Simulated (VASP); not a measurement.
Set up this calculation in VASP 6.6.1, as the native input.

```yaml
Task: single point
Functional: PBE
Potentials_or_basis: VASP PAW PBE potentials, release 64 (Cu_sv_GW, B)
Cutoff: 820 eV
k_mesh: 18 × 18 × 6
Occupations: gaussian, width 0.1 eV
Spin: no spin polarisation
Dipole_correction: no
Further_INCAR_settings: ALGO = Normal; EDIFF = 1e-06; NBANDS = 38
```

The structure of Cu3B lies in POSCAR:

```
Cu3B
1.0
    2.5961459584      0.0000000000      0.0000000000
   -1.2980729792      2.2483283519      0.0000000000
    0.0000000000      0.0000000000      7.2634963278
Cu B
3 1
Direct
    0.6666666667      0.3333333333      0.5000000000
    0.3333333333      0.6666666667      0.2064429634
    0.3333333333      0.6666666667      0.7935570366
    0.6666666667      0.3333333333      0.0000000000
```

The cell was generated, and may not be a known phase.

The input as run:

INCAR

```
SYSTEM = Cu3B
ALGO = Normal
EDIFF = 1E-6
ENCUT = 820
GGA = PE
GGA_COMPAT = .FALSE.
ISIF = 2
ISMEAR = 0
LASPH = .TRUE.
LCHARG = .FALSE.
LREAL = .FALSE.
LWAVE = .FALSE.
NBANDS = 38
NELM = 120
PREC = Accurate
SIGMA = 0.1
```

KPOINTS

```
k-points
0
G
  18 18 6
  0 0 0
```

Potentials or basis: VASP PAW PBE potentials, release 64 (Cu_sv_GW, B).

Run with:

```sh
$ cat potpaw_PBE.64/Cu_sv_GW/POTCAR potpaw_PBE.64/B/POTCAR > POTCAR
$ mpirun -np 1 vasp_std > vasp.out
```

Results of the run:

```
Pressure               : -1.5 GPa
Largest force          : 0.011 eV/Å
Band gap on the k mesh : zero (bands 30 and 31 overlap by 2.60 eV)
```

Wall time 6.8 min on 1 thread of Intel(R) Xeon(R) Platinum 8375C CPU @ 2.90GHz (Ice Lake), on a shared host, peak memory 0.52 GiB.
